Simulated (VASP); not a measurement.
# Mg (Fd-3m) in VASP: further runs

The runs below take Mg through single point, relaxation of cell and atoms, with PBEsol.

All numbers are computed with VASP 6.6.1; they aren't measurements. Logs are shortened: lines on timing, memory, paths and dates and some standing lists are left out, and cuts for length are marked.

## 1. The cell of the first run

Symmetry: Fd-3m, No. 227, cubic system. Conventional cell: a = 6.758 Å, b = 6.758 Å, c = 6.758 Å, α = 90.00°, β = 90.00°, γ = 90.00°. Within 3.9 Å of Mg (site symmetry -43m) lie 4 Mg at 2.93 Å.

## 2. Single point, PBEsol

Input file INCAR:

```
ALGO = Normal ; EDIFF = 1E-7
ENCUT = 520 ; GGA = PS
ISIF = 2 ; ISMEAR = 0
LASPH = T ; LCHARG = F
LREAL = F ; LWAVE = F
NBANDS = 9 ; NELM = 100
PREC = Accurate ; SIGMA = 0.1
```

Input file KPOINTS:

```
k-points
0
Gamma
  6 6 6
```

Input file POSCAR:

```
Mg
1.0
    0.0000000000      3.3791910445      3.3791910445
    3.3791910445      0.0000000000      3.3791910445
    3.3791910445      3.3791910445      0.0000000000
Mg
2
Direct
    0.5000000000      0.5000000000      0.5000000000
    0.7500000000      0.7500000000      0.7500000000
```

Potentials or basis: VASP PAW PBE potentials, release 64 (Mg).

Launch:

```console
cat potpaw_PBE.64/Mg/POTCAR > POTCAR
mpirun -np 1 vasp_std > vasp.out
```

OUTCAR:

```text
EDIFF = 1E-7
   ENCUT = 520
   GGA = PS
   ISIF = 2
   ISMEAR = 0
   LASPH = T
   LREAL = F
   NELM = 100
   PREC = Accurate

 ion  position               nearest neighbor table
   1  0.500  0.500  0.500-   2 2.93   2 2.93   2 2.93   2 2.93
   2  0.750  0.750  0.750-   1 2.93   1 2.93   1 2.93   1 2.93

  LATTYP: Found a face centered cubic cell.
 ALAT       =     6.7583820890

  Lattice vectors:

 A1 = (   0.0000000000,   3.3791910445,   3.3791910445)
 A2 = (   3.3791910445,   0.0000000000,   3.3791910445)
 A3 = (   3.3791910445,   3.3791910445,   0.0000000000)

Analysis of symmetry for initial positions (statically):
=====================================================================
 Subroutine PRICEL returns:
 Original cell was already a primitive cell.

 Routine SETGRP: Setting up the symmetry group for a
 face centered cubic supercell.

 Subroutine GETGRP returns: Found 48 space group operations
 (whereof 24 operations were pure point group operations)
 out of a pool of 48 trial point group operations.

The static configuration has the point symmetry T_d .
 The point group associated with its full space group is O_h .

Analysis of symmetry for dynamics (positions and initial velocities):
=====================================================================
 Subroutine PRICEL returns:
 Original cell was already a primitive cell.

 Routine SETGRP: Setting up the symmetry group for a
 face centered cubic supercell.

 Subroutine GETGRP returns: Found 48 space group operations
 (whereof 24 operations were pure point group operations)
 out of a pool of 48 trial point group operations.

The dynamic configuration has the point symmetry T_d .
 The point group associated with its full space group is O_h .

 Subroutine INISYM returns: Found 48 space group operations
 (whereof 24 operations are pure point group operations),
 and found     1 'primitive' translations

----------------------------------------------------------------------------------------

                                     Primitive cell

  volume of cell :      77.1735

  direct lattice vectors                    reciprocal lattice vectors
     0.000000000  3.379191045  3.379191045    -0.147964407  0.147964407  0.147964407
     3.379191045  0.000000000  3.379191045     0.147964407 -0.147964407  0.147964407
     3.379191045  3.379191045  0.000000000     0.147964407  0.147964407 -0.147964407

  length of vectors
     4.778897805  4.778897805  4.778897805     0.256281871  0.256281871  0.256281871

  position of ions in fractional coordinates (direct lattice)
     0.500000000  0.500000000  0.500000000
[... 76 lines left out ...]
   ISYM   =      2    0-nonsym 1-usesym 2-fastsym
   POTIM  = 0.5000    time-step for ionic-motion
   TEBEG  =    0.0;   TEEND  =   0.0 temperature during run
   PSTRESS=    0.0 pullay stress
   NELECT =       4.0000    total number of electrons
   NUPDOWN=      -1.0000    fix difference up-down
   EMIN   =  10.00;   EMAX   =-10.00  energy-range for DOS
   EFERMI =   0.00;   METHOD = LEGACY
   ISMEAR =     0;   SIGMA  =   0.10  broadening in eV -4-tet -1-fermi 0-gaus
   EFERMI_NEDOS =   21; number of points for ismear=-14 and -15
   IALGO  =     38    algorithm
   IMIX   =      4    mixing-type and parameters
     AMIX     =   0.40;   BMIX     =  1.00
     AMIX_MAG =   1.60;   BMIX_MAG =  1.00
  volume/ion in A,a.u.               =      38.59       260.40
  Fermi-wavevector in a.u.,A,eV,Ry     =   0.610387  1.153465  5.069157  0.372573
  Thomas-Fermi vector in A             =   1.665929
   LORBIT       =      0    0 simple, 1 ext, 2 COOP (PROOUT), +10 PAW based schemes
   GGA     = PS    functional components
   LHFCALC =     F    Hartree Fock is set to
   AEXX    =    0.0000 exact exchange contribution
   IVDW    =     0    specifies the selected vdW correction
   LEPSILON=     F    determine dielectric tensor
   LRPA    =     F    only Hartree local field effects (RPA)
 non-spin polarized calculation
 Gauss-broadening in eV      SIGMA  =   0.10
  energy-cutoff  :      520.00
  volume of cell :       77.17
 maximum number of plane-waves:      2092
   NGX = 17   NGY = 17   NGZ = 17

 number of electron       4.0000000 magnetization

 Free energy of the ion-electron system (eV)
  ---------------------------------------------------
  ext. energy  EPLUGINS =         0.00000000
  ---------------------------------------------------
  free energy    TOTEN  =        -1.73864066 eV

  energy without entropy =       -1.71978546  energy(sigma->0) =       -1.72921306

 E-fermi :   0.2722     XC(G=0):  -6.8714

 val. band max:        0.2259664520   @ k =   0.3333   0.3333   0.0000
 cond. band min:       0.2970316508   @ k =  -0.3333   0.5000   0.1667
 fundamental gap:      0.0710651988
 Fermi energy:         0.2722310191

 k-point     1 :       0.0000    0.0000    0.0000
  band No.  band energies     occupation
      1      -4.8610      2.00000
      2       3.5070      0.00000
      3       3.5070      0.00000
      4       3.5070      0.00000
      5       4.5453      0.00000
      6       4.5453      0.00000
      7       4.5453      0.00000
      8       6.2921      0.00000
      9       7.0889      0.00000
[... 169 lines left out ...]
 k-point    16 :      -0.3333    0.5000    0.1667
  band No.  band energies     occupation
      1      -1.6920      2.00000
      2      -1.6920      2.00000
      3       0.2970      0.72579
      4       0.2970      0.72579
      5       4.3283      0.00000
      6       4.3283      0.00000
      7       7.3077      0.00000
      8       7.3077      0.00000
      9      10.2455      0.00000

------------------------ aborting loop because EDIFF is reached ----------------------------------------

  FORCE on cell =-STRESS in cart. coord.  units (eV):
  Direction    XX          YY          ZZ          XY          YZ          ZX
  --------------------------------------------------------------------------------------
  -------------------------------------------------------------------------------------
  Total        0.1646754      0.1646754      0.1646754      0.0000000      0.0000000      0.0000000
  in kB        3.4187795      3.4187795      3.4187795      0.0000000      0.0000000      0.0000000
  external PRESSURE =       3.4187795 kB  Pullay stress =       0.0000000 kB

 VOLUME and BASIS-vectors are now :
 -----------------------------------------------------------------------------
  energy-cutoff  :      520.00
  volume of cell :       77.17
      direct lattice vectors                 reciprocal lattice vectors
     0.000000000  3.379191045  3.379191045    -0.147964407  0.147964407  0.147964407
     3.379191045  0.000000000  3.379191045     0.147964407 -0.147964407  0.147964407
     3.379191045  3.379191045  0.000000000     0.147964407  0.147964407 -0.147964407

 POSITION                                       TOTAL-FORCE (eV/Angst)
 -----------------------------------------------------------------------------------
      3.37919      3.37919      3.37919         0.000000      0.000000      0.000000
      5.06879      5.06879      5.06879        -0.000000     -0.000000     -0.000000
 -----------------------------------------------------------------------------------
    total drift:                                0.000000      0.000000      0.000000

  FREE ENERGIE OF THE ION-ELECTRON SYSTEM (eV)
  ---------------------------------------------------
  free  energy   TOTEN  =        -1.7386406568 eV

  energy  without entropy=       -1.7197854620  energy(sigma->0) =       -1.72921306
```

OSZICAR:

```text
N       E                     dE             d eps       ncg     rms          rms(c)
DAV:   1     0.102487828154E+01    0.10249E+01   -0.12673E+03   288   0.307E+02
DAV:   2    -0.169028851125E+01   -0.27152E+01   -0.26548E+01   402   0.236E+01
DAV:   3    -0.174413409139E+01   -0.53846E-01   -0.52508E-01   347   0.306E+00
DAV:   4    -0.174454274296E+01   -0.40865E-03   -0.40858E-03   402   0.286E-01
DAV:   5    -0.174454514376E+01   -0.24008E-05   -0.24008E-05   350   0.199E-02    0.597E-01
DAV:   6    -0.174113288985E+01    0.34123E-02   -0.28953E-03   334   0.179E-01    0.382E-01
DAV:   7    -0.173858247937E+01    0.25504E-02   -0.97274E-03   318   0.326E-01    0.310E-02
DAV:   8    -0.173864006909E+01   -0.57590E-04   -0.25350E-04   334   0.725E-02    0.439E-03
DAV:   9    -0.173864123109E+01   -0.11620E-05   -0.13585E-06   398   0.555E-03    0.131E-03
DAV:  10    -0.173864065309E+01    0.57800E-06   -0.75047E-08   339   0.119E-03    0.259E-04
DAV:  11    -0.173864065681E+01   -0.37209E-08   -0.70026E-09   191   0.353E-04
   1 F= -.17386407E+01 E0= -.17292131E+01  d E =-.188552E-01
```

Wall time 16 s (1 thread of AMD EPYC 7R43 (Zen 3), shared host); peak memory 0.16 GiB.

Results:

```
Free energy            : -1.7386 eV
Pressure               : 0.3 GPa
Band gap on the k mesh : zero (band 2 reaches 3.51 eV, above the bottom of band 3 at -0.33 eV)
```

Caveat: the PAW data sets were made with another functional, which shifts forces and pressure a little.

## 3. Relaxation of cell and atoms, PBEsol

This run uses another cell than the first one, of 25.59 Å³/atom, 0.663 times its volume.

Input file INCAR:

```
PREC = Accurate
ENCUT = 600
EDIFF = 1E-6
ISMEAR = 0
SIGMA = 0.1
LREAL = False
LASPH = True
NELM = 100
ALGO = Normal
ISIF = 3
LWAVE = False
LCHARG = False
GGA = PS
IBRION = 2
NSW = 90
EDIFFG = -0.04
```

Input file KPOINTS:

```
Automatic mesh
0
Gamma
  6 6 6
```

Input file POSCAR:

```
Mg
1.0
    0.0000000000      2.9468562911      2.9468562911
    2.9468562911      0.0000000000      2.9468562911
    2.9468562911      2.9468562911      0.0000000000
Mg
2
Direct
    0.5000000000      0.5000000000      0.5000000000
    0.7500000000      0.7500000000      0.7500000000
```

Potentials or basis: VASP PAW PBE potentials, release 64 (Mg).

Launch:

```console
cat potpaw_PBE.64/Mg/POTCAR > POTCAR
mpirun -np 1 vasp_std > vasp.out
```

Run time: 38 s. Hardware: 1 thread of AMD EPYC 7R43 (Zen 3), shared host; peak memory 0.17 GiB.

The run converged. Its results:

| Property | Result |
| --- | --- |
| Free energy | -1.7410 eV |
| Relaxed volume | 39.81 Å³/atom |
| Relaxed cell | a = 4.829 Å, b = 4.829 Å, c = 4.829 Å, α = 60.00°, β = 60.00°, γ = 60.00° |
| Space group after relaxing (to 0.05 Å) | Fd-3m (No. 227) |
| Energy gained by relaxing | 352.1 meV/atom |
| Ionic steps | 5 |
| Pressure after relaxing | 0.0 GPa |
| Band gap on the k mesh | zero (band 2 reaches 3.34 eV, above the bottom of band 3 at -0.39 eV) |

Step by step:
```csv
step,energy change (eV),largest force (eV/Å),pressure (GPa),volume (Å³)
1,0.0000,0.0000,11.38,51.18
2,-0.5979,0.0000,2.99,65.87
3,-0.6917,0.0000,0.80,74.34
4,-0.7035,0.0000,0.18,78.26
5,-0.7042,0.0000,0.00,79.62
```

Final structure:
```
CELL_PARAMETERS angstrom
0.00000 3.41453 3.41453
3.41453 0.00000 3.41453
3.41453 3.41453 0.00000
ATOMIC_POSITIONS crystal
Mg 0.50000 0.50000 0.50000
Mg 0.75000 0.75000 0.75000
```

Levels at points of the mesh, in eV from the Fermi level:
| k point | band 1 | band 2 | band 3 | band 4 | band 5 |
| --- | --- | --- | --- | --- | --- |
| (0.00, 0.00, 0.00) | -5.05 | 3.16 | 3.16 | 3.16 | 4.20 |
| (0.50, 0.00, 0.00) | -3.28 | -2.01 | 2.29 | 2.29 | 4.29 |
| (0.50, 0.50, 0.00) | -2.11 | -2.11 | 0.91 | 0.91 | 2.34 |

Caveat: the volume moved by over 15 % at a fixed basis, so the end points are rough; the PAW data sets were made with another functional, which shifts forces and pressure a little.
